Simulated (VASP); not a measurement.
Input of a VASP 6.6.1 run:

INCAR

```
ALGO = Fast
EDIFF = 1E-6
ENCUT = 520
GGA = PS
ISIF = 2
ISMEAR = -1
LASPH = T
LCHARG = F
LREAL = F
LWAVE = F
NBANDS = 14
NELM = 60
PREC = Accurate
SIGMA = 0.05
```

File KPOINTS:

```
k-points
0
Gamma
  9 9 3
```

File POSCAR:

```
Al
1.0
    2.8270770242      0.0000000000      0.0000000000
   -1.4135385121      2.4483205214      0.0000000000
    0.0000000000      0.0000000000      9.1859930700
Al
4
Direct
    0.6666666667      0.3333333333      0.7500000000
    0.0000000000      0.0000000000      0.5000000000
    0.3333333333      0.6666666667      0.2500000000
    0.0000000000      0.0000000000      0.0000000000
```

Potentials or basis: VASP PAW PBE potentials, release 64 (Al).

Launch:

```console
$ cat potpaw_PBE.64/Al/POTCAR > POTCAR
$ mpirun -np 1 vasp_std > vasp.out
```

Q: Estimate the band gap on the k mesh.

A: Zero (band 6 reaches 12.38 eV, above the bottom of band 7 at 6.97 eV).

Q: What does it give for the pressure?

A: 1.7 GPa.

Stress tensor (GPa, compression positive):
```
0.44 0.00 0.00
0.00 0.44 0.00
0.00 0.00 4.07
```

Caveat: the PAW data sets were made with another functional, which shifts forces and pressure a little.
